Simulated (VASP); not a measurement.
# Ag (I4/mmm) in VASP: notebook, part 2 of 2

VASP 6.6.1. Earlier steps stand in the parts before.

## (3) Single point, r2SCAN (strain -0.0150 x Voigt [0, 1, 0, 0, 0, 0])

Contents of POSCAR:

```
Ag
1.0
    0.0000000000      2.0124535000      2.0431000000
    2.0431000000      0.0000000000      2.0431000000
    2.0431000000      2.0124535000      0.0000000000
Ag
1
Direct
    0.0000000000      0.0000000000      0.0000000000
```

Contents of INCAR.step1:

```
SYSTEM = Ag
  PREC = Accurate
  ENCUT = 520
  ISMEAR = 0
  SIGMA = 0.15
  LREAL = .FALSE.
  LASPH = .TRUE.
  NELM = 60
  NBANDS = 12
  GGA = PE
  ALGO = Normal
  EDIFF = 1E-4
  LWAVE = .TRUE.
  LCHARG = .FALSE.
```

Contents of INCAR.step2:

```
SYSTEM = Ag
  PREC = Accurate
  ENCUT = 520
  EDIFF = 1E-7
  ISMEAR = 0
  SIGMA = 0.15
  LREAL = .FALSE.
  LASPH = .TRUE.
  NELM = 60
  ALGO = Normal
  ISIF = 2
  LWAVE = .FALSE.
  LCHARG = .FALSE.
  METAGGA = R2SCAN
  LMIXTAU = .TRUE.
  NBANDS = 12
  ISTART = 1
```

Contents of KPOINTS:

```
regular mesh
0
G
  20 20 20
  0 0 0
```

Potentials or basis: VASP PAW PBE potentials, release 64 (Ag).

The run is started by

```sh
> cat potpaw_PBE.64/Ag/POTCAR > POTCAR
> cp INCAR.step1 INCAR
> mpirun -np 1 vasp_std > vasp.out
> cp INCAR.step2 INCAR
> mpirun -np 1 vasp_std > vasp.out
```

Run time: 3.9 min. Hardware: 1 thread of Intel Xeon Platinum 8488C (Sapphire Rapids), shared host; peak memory 0.25 GiB.

The run converged. Its results:

| Property | Result |
| --- | --- |
| Free energy | -21.3557 eV |
| Pressure | 3.4 GPa |

Stress tensor (GPa, compression positive):
```
3.18 0.00 0.00
0.00 3.74 0.00
0.00 0.00 3.18
```

Levels at points of the mesh, in eV from the Fermi level:
```tsv
k point	band 4	band 5	band 6	band 7	band 8	band 9
(0.00, 0.00, 0.00)	-5.14	-4.19	-4.08	16.68	20.43	20.43
(0.50, 0.00, 0.00)	-3.32	-3.27	-0.39	3.78	15.90	18.59
(0.50, 0.50, 0.00)	-3.11	-3.04	1.61	6.96	11.29	11.32
(0.50, 0.00, 0.50)	-3.07	-3.07	1.89	7.35	11.02	11.02
```

Caveat: the cell differs from its parent crystal (strain -0.0150 x Voigt [0, 1, 0, 0, 0, 0]); the PAW data sets were made with another functional, which shifts forces and pressure a little.

## (4) Single point, r2SCAN (strain -0.0100 x Voigt [0, 1, 0, 0, 0, 0])

Contents of POSCAR:

```
Ag
1.0
    0.0000000000      2.0226690000      2.0431000000
    2.0431000000      0.0000000000      2.0431000000
    2.0431000000      2.0226690000      0.0000000000
Ag
1
Direct
    0.0000000000      0.0000000000      0.0000000000
```

Contents of INCAR.step1:

```
SYSTEM = Ag
PREC = Accurate
ENCUT = 520
ISMEAR = 0
SIGMA = 0.15
LREAL = .False.
LASPH = .True.
NELM = 100
NBANDS = 12
GGA = PE
ALGO = Normal
EDIFF = 1E-4
LWAVE = .True.
LCHARG = .False.
```

Contents of INCAR.step2:

```
SYSTEM = Ag
PREC = Accurate
ENCUT = 520
EDIFF = 1E-6
ISMEAR = 0
SIGMA = 0.15
LREAL = .False.
LASPH = .True.
NELM = 100
ALGO = Normal
ISIF = 2
LWAVE = .False.
LCHARG = .False.
METAGGA = R2SCAN
LMIXTAU = .True.
NBANDS = 12
ISTART = 1
```

Contents of KPOINTS:

```
Automatic mesh
0
Gamma
  20 20 20
  0 0 0
```

Potentials or basis: VASP PAW PBE potentials, release 64 (Ag).

The run is started by

```sh
> cat potpaw_PBE.64/Ag/POTCAR > POTCAR
> cp INCAR.step1 INCAR
> mpirun -np 1 vasp_std > vasp.out
> cp INCAR.step2 INCAR
> mpirun -np 1 vasp_std > vasp.out
```

OUTCAR:

```text
SYSTEM = Ag
   PREC = Accurate
   ENCUT = 520
   EDIFF = 1E-6
   ISMEAR = 0
   LREAL = .False.
   LASPH = .True.
   NELM = 100
   ISIF = 2
   METAGGA = R2SCAN
   ISTART = 1

 ion  position               nearest neighbor table
   1  0.000  0.000  0.000-

  LATTYP: Found a body centered tetragonal cell.
 ALAT       =     2.8893797293
 C/A-ratio  =     1.4000714267

  Lattice vectors:

 A1 = (   0.0000000000,  -2.0226690000,   2.0431000000)
 A2 = (   0.0000000000,  -2.0226690000,  -2.0431000000)
[... 540 lines left out ...]
     12      32.5300      0.00000

 [... further k-points ...]

------------------------ aborting loop because EDIFF is reached ----------------------------------------

  FORCE on cell =-STRESS in cart. coord.  units (eV):
  Direction    XX          YY          ZZ          XY          YZ          ZX
  --------------------------------------------------------------------------------------
  -------------------------------------------------------------------------------------
  Total        0.2766104      0.3160330      0.2766104      0.0000000     -0.0000000      0.0000000
  in kB       26.2449059     29.9853348     26.2449059      0.0000000     -0.0000000      0.0000000
  external PRESSURE =      27.4917155 kB  Pullay stress =       0.0000000 kB

 VOLUME and BASIS-vectors are now :
 -----------------------------------------------------------------------------
  energy-cutoff  :      520.00
  volume of cell :       16.89
      direct lattice vectors                 reciprocal lattice vectors
     0.000000000  2.022669000  2.043100000    -0.244726151  0.247198133  0.244726151
     2.043100000  0.000000000  2.043100000     0.244726151 -0.247198133  0.244726151
     2.043100000  2.022669000  0.000000000     0.244726151  0.247198133 -0.244726151

 POSITION                                       TOTAL-FORCE (eV/Angst)
 -----------------------------------------------------------------------------------
      0.00000      0.00000      0.00000         0.000000      0.000000      0.000000
 -----------------------------------------------------------------------------------
    total drift:                               -0.000000     -0.000000     -0.000000

  FREE ENERGIE OF THE ION-ELECTRON SYSTEM (eV)
  ---------------------------------------------------
  free  energy   TOTEN  =       -21.3574821333 eV

  energy  without entropy=      -21.3553850768  energy(sigma->0) =      -21.35643361
```

OSZICAR.step1:

```text
N       E                     dE             d eps       ncg     rms          rms(c)
DAV:   1     0.520764467671E+02    0.52076E+02   -0.54915E+03 15640   0.830E+02
DAV:   2    -0.216422611497E+01   -0.54241E+02   -0.51453E+02 17816   0.195E+02
DAV:   3    -0.296069862543E+01   -0.79647E+00   -0.79608E+00 18176   0.250E+01
DAV:   4    -0.296315085066E+01   -0.24522E-02   -0.24521E-02 17824   0.144E+00
DAV:   5    -0.296316998540E+01   -0.19135E-04   -0.19135E-04 17668   0.114E-01    0.538E+00
DAV:   6    -0.271696231325E+01    0.24621E+00   -0.94924E-01 16852   0.876E+00    0.346E+00
DAV:   7    -0.270817281666E+01    0.87895E-02   -0.11070E-02 17904   0.989E-01    0.193E+00
DAV:   8    -0.270513707256E+01    0.30357E-02   -0.69512E-04 17428   0.193E-01    0.957E-02
DAV:   9    -0.270514318971E+01   -0.61172E-05   -0.83562E-06 10072   0.234E-02
   1 F= -.27051432E+01 E0= -.27040120E+01  d E =-.226234E-02
```

Run time: 3.1 min. Hardware: 1 thread of Intel Xeon Platinum 8488C (Sapphire Rapids), shared host; peak memory 0.24 GiB.

What came out:

```
Free energy : -21.3575 eV
Pressure    : 2.7 GPa
```

Caveat: the cell differs from its parent crystal (strain -0.0100 x Voigt [0, 1, 0, 0, 0, 0]); the PAW data sets were made with another functional, which shifts forces and pressure a little.

## (5) The runs side by side

```csv
cell,gap on the mesh (eV),pressure (GPa)
"a = 2.861, b = 2.889 Å, angles 59.7, 60.7, 59.7°, 1 atom",none,4.0
"a = 2.868, b = 2.889 Å, angles 59.8, 60.5, 59.8°, 1 atom",none,3.4
"a = 2.875, b = 2.889 Å, angles 59.8, 60.3, 59.8°, 1 atom",none,2.7
```

Alike in all rows: task single point; level r2SCAN; potentials or basis VASP PAW PBE potentials, release 64 (Ag); no spin polarisation; k mesh 20 × 20 × 20; cutoff (eV) 520; smearing gaussian 0.15 eV.

Caveats: the PAW data sets were made with another functional, which shifts forces and pressure a little.

Absolute energies hang on the potentials; compare differences alone.
